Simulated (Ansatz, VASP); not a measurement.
Rh in VASP and in Ansatz

```xyz
1
Lattice="0.0000 1.8445 1.9301 1.8445 0.0000 1.9301 1.8445 1.8445 0.0000" Properties=species:S:1:pos:R:3 pbc="T T T"
Rh    0.0000    0.0000    0.0000
```

Change from the starting cell: strain -0.030 along x and y, +0.015 along z, atoms carried along.

Alike in both runs: task single point; functional r2SCAN; k mesh 8 × 8 × 8; occupations gaussian, width 0.15 eV; no spin polarisation.

|  | VASP | Ansatz |
| --- | --- | --- |
| version | VASP 6.6.1 | Ansatz 0.2.0 |
| potentials or method | VASP PAW PBE potentials, release 64 (Rh_pv), cutoff 520 eV | scalar-relativistic, plane waves, PAW |
| valence electrons in the cell | 15 | 17 |

VASP gave:

```
gap on the k mesh at the Fermi level (eV)                     : none
pressure (GPa)                                                : 16.5
traceless stress, the component that is largest in VASP (GPa) : -8.31
```

Task: Estimate Ansatz's values.

Result: gap on the k mesh at the Fermi level (eV): none; pressure (GPa): 15.0; traceless stress, the component that is largest in VASP (GPa): -8.26.

VASP's potentials were made for PBE, not for r2SCAN. A gap of «none» marks a metal or a gap that the smearing closes. The functional is the same, so the differences come from potentials, cutoffs and numerics. VASP's potentials hold 15 valence electrons a cell and Ansatz's 17, so a difference there can come from the potentials and not from the codes.

The k mesh is coarse, so the values compare programs but aren't converged.
